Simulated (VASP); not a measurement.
# MnO2 (P4_2/mnm) in VASP: a series of runs

MnO2 is run at these levels: PBE+U; tasks: single point.

Program: VASP 6.6.1. These are calculated values, not measurements. Logs are shortened: lines on timing, memory, paths and dates and some standing lists are left out, and cuts for length are marked.

### 1 The cell of the first run

Symmetry: P4_2/mnm, No. 136, tetragonal system. The conventional cell has a = 4.396 Å, b = 4.396 Å, c = 2.871 Å, α = 90.00°, β = 90.00°, γ = 90.00°. Within 2.5 Å of Mn (site symmetry mmm) lie 6 O at 1.88 to 1.89 Å. O (site symmetry m2m) has 3 Mn at 1.88 to 1.89 Å and 1 O at 2.46 Å within 2.5 Å.

### 2 Single point, PBE+U, collinear spin, ferromagnetic start

INCAR reads:

```
ALGO     = Normal         # electronic algorithm
EDIFF    = 1E-7           # SCF threshold, eV
ENCUT    = 520            # plane-wave cutoff, eV
GGA      = PE             # functional
ISIF     = 2              # what is computed and relaxed
ISMEAR   = 0              # smearing method
ISPIN    = 2              # spin polarisation
LASPH    = T              # aspherical terms in the spheres
LCHARG   = F              # write CHGCAR
LDAU     = T              # DFT+U
LDAUJ    = 0 0          
LDAUL    = 2 -1           # shell
LDAUPRINT= 1            
LDAUTYPE = 2            
LDAUU    = 3.9 0          # U, eV
LMAXMIX  = 4              # l up to which the mixer works
LORBIT   = 11             # projections on sites
LREAL    = F              # projectors in reciprocal space
LWAVE    = F              # write WAVECAR
MAGMOM   = 4 4 0 0 0 0    # initial moments
NBANDS   = 38             # bands
NELM     = 150            # most SCF steps
NUPDOWN  = 8.0            # fixed moment
PREC     = Accurate       # precision mode
SIGMA    = 0.05           # smearing width, eV
```

KPOINTS reads:

```
k-points
0
Gamma
  5 5 8
```

POSCAR reads:

```
MnO2
1.0
    4.3960000000      0.0000000000      0.0000000000
    0.0000000000      4.3960000000      0.0000000000
    0.0000000000      0.0000000000      2.8710000000
Mn O
2 4
Direct
    0.0000000000      0.0000000000      0.0000000000
    0.5000000000      0.5000000000      0.5000000000
    0.3020000000      0.3020000000      0.0000000000
    0.1980000000      0.8020000000      0.5000000000
    0.6980000000      0.6980000000      0.0000000000
    0.8020000000      0.1980000000      0.5000000000
```

Potentials or basis: VASP PAW PBE potentials, release 64 (Mn_pv, O).

Command:

```sh
$ cat potpaw_PBE.64/Mn_pv/POTCAR potpaw_PBE.64/O/POTCAR > POTCAR
$ mpirun -np 1 vasp_std > vasp.out
```

OUTCAR:

```text
EDIFF = 1E-7
   ENCUT = 520
   GGA = PE
   ISIF = 2
   ISMEAR = 0
   ISPIN = 2
   LASPH = T
   LORBIT = 11
   LREAL = F
   NELM = 150
   NUPDOWN = 8.0
   PREC = Accurate

 ion  position               nearest neighbor table
   1  0.000  0.000  0.000-   3 1.88   5 1.88   4 1.89   6 1.89   4 1.89   6 1.89
   2  0.500  0.500  0.500-   4 1.88   6 1.88   5 1.89   3 1.89   3 1.89   5 1.89
   3  0.302  0.302  0.000-   1 1.88   2 1.89   2 1.89
   4  0.198  0.802  0.500-   2 1.88   1 1.89   1 1.89
   5  0.698  0.698  0.000-   1 1.88   2 1.89   2 1.89
   6  0.802  0.198  0.500-   2 1.88   1 1.89   1 1.89

  LATTYP: Found a simple tetragonal cell.
 ALAT       =     4.3960000000
 C/A-ratio  =     0.6530937216

  Lattice vectors:

 A1 = (   4.3960000000,   0.0000000000,   0.0000000000)
 A2 = (   0.0000000000,   4.3960000000,   0.0000000000)
 A3 = (   0.0000000000,   0.0000000000,   2.8710000000)

Analysis of symmetry for initial positions (statically):
=====================================================================
 Subroutine PRICEL returns:
 Original cell was already a primitive cell.

 Routine SETGRP: Setting up the symmetry group for a
 simple tetragonal supercell.

 Subroutine GETGRP returns: Found 16 space group operations
 (whereof  8 operations were pure point group operations)
 out of a pool of 16 trial point group operations.

The static configuration has the point symmetry D_2h.
 The point group associated with its full space group is D_4h.

Analysis of symmetry for dynamics (positions and initial velocities):
=====================================================================
 Subroutine PRICEL returns:
 Original cell was already a primitive cell.

 Routine SETGRP: Setting up the symmetry group for a
 simple tetragonal supercell.

 Subroutine GETGRP returns: Found 16 space group operations
 (whereof  8 operations were pure point group operations)
 out of a pool of 16 trial point group operations.

The dynamic configuration has the point symmetry D_2h.
 The point group associated with its full space group is D_4h.

Analysis of structural, dynamic, and magnetic symmetry:
=====================================================================
 Subroutine PRICEL returns:
 Original cell was already a primitive cell.

 Routine SETGRP: Setting up the symmetry group for a
 simple tetragonal supercell.

 Subroutine GETGRP returns: Found 16 space group operations
 (whereof  8 operations were pure point group operations)
 out of a pool of 16 trial point group operations.

The overall configuration has the point symmetry D_2h.
 The point group associated with its full space group is D_4h.

 Subroutine INISYM returns: Found 16 space group operations
 (whereof  8 operations are pure point group operations),
 and found     1 'primitive' translations

----------------------------------------------------------------------------------------

                                     Primitive cell

  volume of cell :      55.4815

  direct lattice vectors                    reciprocal lattice vectors
     4.396000000  0.000000000  0.000000000     0.227479527  0.000000000  0.000000000
     0.000000000  4.396000000  0.000000000     0.000000000  0.227479527  0.000000000
[... 160 lines left out ...]
  o =  0.0866  v =  0.0000  0.0000  0.0000  0.0000  0.0000 -0.0000  0.0000 -0.0000  0.0000  1.0000      0.0000  0.0000  0.0000  0.0000  0.0000  0.0000  0.0000  0.0000  0.0000  0.0000
  o =  0.2680  v =  0.0000  0.0000  0.0000  0.0000  0.0000 -0.8339 -0.0000  0.5519  0.0000 -0.0000      0.0000  0.0000  0.0000  0.0000  0.0000  0.0000  0.0000  0.0000  0.0000  0.0000
  o =  0.2737  v =  0.0000  0.0000  0.0000  0.0000  0.0000  0.0000  0.7071  0.0000 -0.7071 -0.0000      0.0000  0.0000  0.0000  0.0000  0.0000  0.0000  0.0000  0.0000  0.0000  0.0000
  o =  0.6470  v =  0.8251  0.0000 -0.5650  0.0000 -0.0000  0.0000  0.0000  0.0000  0.0000  0.0000      0.0000  0.0000  0.0000  0.0000  0.0000  0.0000  0.0000  0.0000  0.0000  0.0000
  o =  0.6651  v =  0.0000  0.7071  0.0000 -0.7071  0.0000  0.0000  0.0000  0.0000  0.0000  0.0000      0.0000  0.0000  0.0000  0.0000  0.0000  0.0000  0.0000  0.0000  0.0000  0.0000
  o =  0.9529  v =  0.5650 -0.0000  0.8251  0.0000  0.0000  0.0000  0.0000  0.0000  0.0000  0.0000      0.0000  0.0000  0.0000  0.0000  0.0000  0.0000  0.0000  0.0000  0.0000  0.0000
  o =  0.9603  v =  0.0000  0.7071  0.0000  0.7071  0.0000  0.0000  0.0000  0.0000  0.0000  0.0000      0.0000  0.0000  0.0000  0.0000  0.0000  0.0000  0.0000  0.0000  0.0000  0.0000
  o =  0.9699  v =  0.0000  0.0000  0.0000  0.0000 -1.0000  0.0000  0.0000  0.0000  0.0000  0.0000      0.0000  0.0000  0.0000  0.0000  0.0000  0.0000  0.0000  0.0000  0.0000  0.0000

atom =   2  type =  1  l = 2

 onsite density matrix

spin component  1

  0.7446  0.0000 -0.1426  0.0000  0.0000
  0.0000  0.8127  0.0000 -0.1476  0.0000
 -0.1426  0.0000  0.8552  0.0000  0.0000
  0.0000 -0.1476  0.0000  0.8127  0.0000
  0.0000  0.0000  0.0000  0.0000  0.9699

spin component  2

  0.2037  0.0000  0.0973  0.0000 -0.0000
  0.0000  0.1774  0.0000  0.0963  0.0000
  0.0973  0.0000  0.1211  0.0000  0.0000
  0.0000  0.0963  0.0000  0.1774  0.0000
 -0.0000  0.0000  0.0000  0.0000  0.0866

 occupancies and eigenvectors

  o =  0.0567  v =  0.0000  0.0000  0.0000  0.0000  0.0000 -0.5519 -0.0000  0.8339  0.0000 -0.0000      0.0000  0.0000  0.0000  0.0000  0.0000  0.0000  0.0000  0.0000  0.0000  0.0000
  o =  0.0811  v =  0.0000  0.0000  0.0000  0.0000  0.0000  0.0000  0.7071  0.0000 -0.7071 -0.0000      0.0000  0.0000  0.0000  0.0000  0.0000  0.0000  0.0000  0.0000  0.0000  0.0000
  o =  0.0866  v =  0.0000  0.0000  0.0000  0.0000  0.0000 -0.0000  0.0000  0.0000  0.0000  1.0000      0.0000  0.0000  0.0000  0.0000  0.0000  0.0000  0.0000  0.0000  0.0000  0.0000
  o =  0.2680  v =  0.0000  0.0000  0.0000  0.0000  0.0000 -0.8339 -0.0000 -0.5519  0.0000 -0.0000      0.0000  0.0000  0.0000  0.0000  0.0000  0.0000  0.0000  0.0000  0.0000  0.0000
  o =  0.2737  v =  0.0000  0.0000  0.0000  0.0000  0.0000  0.0000 -0.7071  0.0000 -0.7071  0.0000      0.0000  0.0000  0.0000  0.0000  0.0000  0.0000  0.0000  0.0000  0.0000  0.0000
  o =  0.6470  v = -0.8251  0.0000 -0.5650  0.0000  0.0000  0.0000  0.0000  0.0000  0.0000  0.0000      0.0000  0.0000  0.0000  0.0000  0.0000  0.0000  0.0000  0.0000  0.0000  0.0000
  o =  0.6651  v =  0.0000  0.7071  0.0000  0.7071  0.0000  0.0000  0.0000  0.0000  0.0000  0.0000      0.0000  0.0000  0.0000  0.0000  0.0000  0.0000  0.0000  0.0000  0.0000  0.0000
  o =  0.9529  v = -0.5650  0.0000  0.8251  0.0000 -0.0000  0.0000  0.0000  0.0000  0.0000  0.0000      0.0000  0.0000  0.0000  0.0000  0.0000  0.0000  0.0000  0.0000  0.0000  0.0000
  o =  0.9603  v =  0.0000  0.7071  0.0000 -0.7071  0.0000  0.0000  0.0000  0.0000  0.0000  0.0000      0.0000  0.0000  0.0000  0.0000  0.0000  0.0000  0.0000  0.0000  0.0000  0.0000
  o =  0.9699  v =  0.0000  0.0000 -0.0000  0.0000 -1.0000  0.0000  0.0000  0.0000  0.0000  0.0000      0.0000  0.0000  0.0000  0.0000  0.0000  0.0000  0.0000  0.0000  0.0000  0.0000

 number of electron      49.9999992 magnetization       7.9999991

 Free energy of the ion-electron system (eV)
  ---------------------------------------------------
  ext. energy  EPLUGINS =         0.00000000
  ---------------------------------------------------
  free energy    TOTEN  =       -40.74455096 eV

  energy without entropy =      -40.74199501  energy(sigma->0) =      -40.74327298

 E-fermi :   4.1066     XC(G=0): -11.9986

 val. band max:        6.3099439872   @ k =   0.4000   0.4000   0.3750
 cond. band min:       4.1526331350   @ k =   0.4000   0.0000   0.2500
 fundamental gap:     -2.1573108522
 Fermi energy:         6.5499504708

 spin component 1

 k-point     1 :       0.0000    0.0000    0.0000
  band No.  band energies     occupation
      1     -44.8847      1.00000
      2     -44.8765      1.00000
      3     -44.8321      1.00000
      4     -44.8321      1.00000
      5     -44.8012      1.00000
      6     -44.8012      1.00000
[... 1913 lines left out ...]
     36      19.8369      0.00000
     37      20.9885      0.00000

 [... further k-points ...]

 [bands above 37 left out]

------------------------ aborting loop because EDIFF is reached ----------------------------------------

  FORCE on cell =-STRESS in cart. coord.  units (eV):
  Direction    XX          YY          ZZ          XY          YZ          ZX
  --------------------------------------------------------------------------------------
  -------------------------------------------------------------------------------------
  Total        9.9135896      9.9135896     12.5305354     -0.0000000      0.0000000      0.0000000
  in kB      286.2812849    286.2812849    361.8525598     -0.0000000      0.0000000      0.0000000
  external PRESSURE =     311.4717099 kB  Pullay stress =       0.0000000 kB

 VOLUME and BASIS-vectors are now :
 -----------------------------------------------------------------------------
  energy-cutoff  :      520.00
  volume of cell :       55.48
      direct lattice vectors                 reciprocal lattice vectors
     4.396000000  0.000000000  0.000000000     0.227479527  0.000000000  0.000000000
     0.000000000  4.396000000  0.000000000     0.000000000  0.227479527  0.000000000
     0.000000000  0.000000000  2.871000000     0.000000000  0.000000000  0.348310693

 POSITION                                       TOTAL-FORCE (eV/Angst)
 -----------------------------------------------------------------------------------
      0.00000      0.00000      0.00000         0.000000     -0.000000     -0.000000
      2.19800      2.19800      1.43550         0.000000     -0.000000     -0.000000
      1.32759      1.32759      0.00000        -0.194052     -0.194052     -0.000000
      0.87041      3.52559      1.43550         0.194052     -0.194052     -0.000000
      3.06841      3.06841      0.00000         0.194052      0.194052      0.000000
      3.52559      0.87041      1.43550        -0.194052      0.194052      0.000000
 -----------------------------------------------------------------------------------
    total drift:                                0.000000      0.000000      0.000000

  FREE ENERGIE OF THE ION-ELECTRON SYSTEM (eV)
  ---------------------------------------------------
  free  energy   TOTEN  =       -40.7445509564 eV

  energy  without entropy=      -40.7419950056  energy(sigma->0) =      -40.74327298

 total charge

# of ion       s       p       d       tot
------------------------------------------
    1        0.355   6.470   4.927  11.752
    2        0.355   6.470   4.927  11.752
    3        1.583   3.455   0.000   5.038
    4        1.583   3.455   0.000   5.038
    5        1.583   3.455   0.000   5.038
    6        1.583   3.455   0.000   5.038
--------------------------------------------------
tot          7.044  26.758   9.854  43.656

 magnetization (x)

# of ion       s       p       d       tot
------------------------------------------
    1        0.020   0.035   3.425   3.481
    2        0.020   0.035   3.425   3.481
    3        0.011   0.168   0.000   0.178
    4        0.011   0.168   0.000   0.178
    5        0.011   0.168   0.000   0.178
    6        0.011   0.168   0.000   0.178
--------------------------------------------------
tot          0.083   0.742   6.851   7.676
```

Wall time 65 s (1 thread of Intel Xeon 6975P-C (Granite Rapids), shared host); peak memory 0.24 GiB.

Results:

```yaml
Free_energy: -40.7446 eV
Pressure: 31.1 GPa
Largest_force: 0.274 eV/Å
Net_moment: 8.00 μB per cell
Site_moments: Mn +3.48; O +0.18 μB
Valence_electrons_inside_the_program's_atomic_spheres: Mn 11.75; O 5.04
```

Forces on the atoms (eV/Å):
```
Mn   0.000  0.000  0.000
Mn   0.000  0.000  0.000
O   -0.194 -0.194  0.000
O    0.194 -0.194  0.000
O    0.194  0.194  0.000
O   -0.194  0.194  0.000
```

Eigenvalues of the final occupation matrices:
```csv
site,spin,trace,eigenvalues
site 1 d,1,4.20,0.65 0.67 0.95 0.96 0.97
site 1 d,2,0.77,0.06 0.08 0.09 0.27 0.27
site 2 d,1,4.20,0.65 0.67 0.95 0.96 0.97
site 2 d,2,0.77,0.06 0.08 0.09 0.27 0.27
```

Caveat: the cell stands under pressure; the total moment is fixed, so each spin has its own Fermi level; only a ferromagnetic start was run, and an antiferromagnetic order may lie lower in energy. The state reached can hang on the start; a lower one may exist.

### 3 Single point, PBE+U, collinear spin, ferromagnetic start

INCAR reads:

```
PREC     = Accurate       # precision mode
ENCUT    = 520            # plane-wave cutoff, eV
EDIFF    = 1E-6           # SCF threshold, eV
ISMEAR   = 0              # smearing method
SIGMA    = 0.05           # smearing width, eV
LREAL    = False          # projectors in reciprocal space
LASPH    = True           # aspherical terms in the spheres
NELM     = 150            # most SCF steps
ALGO     = Normal         # electronic algorithm
ISIF     = 2              # what is computed and relaxed
LWAVE    = False          # write WAVECAR
LCHARG   = True           # write CHGCAR
ISPIN    = 2              # spin polarisation
MAGMOM   = 6 6 0 0 0 0    # initial moments
LORBIT   = 11             # projections on sites
NUPDOWN  = 12.0           # fixed moment
LMAXMIX  = 4              # l up to which the mixer works
LDAU     = True           # DFT+U
LDAUTYPE = 2            
LDAUL    = 2 -1           # shell
LDAUU    = 3.9 0          # U, eV
LDAUJ    = 0 0          
LDAUPRINT= 1            
GGA      = PE             # functional
LELF     = True           # ELF
LVHAR    = True         
NBANDS   = 38             # bands
```

KPOINTS reads:

```
Automatic mesh
0
Gamma
  5 5 8
```

POSCAR is that of step 2.

Potentials or basis: VASP PAW PBE potentials, release 64 (Mn_pv, O).

Command:

```sh
$ cat potpaw_PBE.64/Mn_pv/POTCAR potpaw_PBE.64/O/POTCAR > POTCAR
$ mpirun -np 1 vasp_std > vasp.out
```

It took 56 s on 1 thread of Intel Xeon 6975P-C (Granite Rapids), shared host; peak memory 0.24 GiB.

The run converged. Its results:

```yaml
Free_energy: -33.6633 eV
Pressure: 80.0 GPa
Largest_force: 2.331 eV/Å
Net_moment: 12.00 μB per cell
Site_moments: Mn +4.21; O +0.70 μB
Valence_electrons_inside_the_program's_atomic_spheres: Mn 11.94; O 5.00
```

Forces in eV/Å, atoms in the order of the input:
```
Mn   0.000  0.000  0.000
Mn   0.000  0.000  0.000
O   -1.649 -1.649  0.000
O    1.649 -1.649  0.000
O    1.649  1.649  0.000
O   -1.649  1.649  0.000
```

Stress tensor (GPa, compression positive):
```
70.60  0.00  0.00
 0.00 70.60  0.00
 0.00  0.00 98.79
```

Eigenvalues of the final occupation matrices:
```tsv
site	spin	trace	eigenvalues
site 1 d	1	4.67	0.81 0.95 0.96 0.96 1.00
site 1 d	2	0.53	0.04 0.04 0.04 0.19 0.21
site 2 d	1	4.67	0.81 0.95 0.96 0.96 1.00
site 2 d	2	0.53	0.04 0.04 0.04 0.19 0.21
```

Caveat: the cell stands under pressure; the total moment is fixed, so each spin has its own Fermi level; only a ferromagnetic start was run, and an antiferromagnetic order may lie lower in energy; forces of over 1 eV/Å act on the atoms, so gaps and moduli don't describe the material at rest.
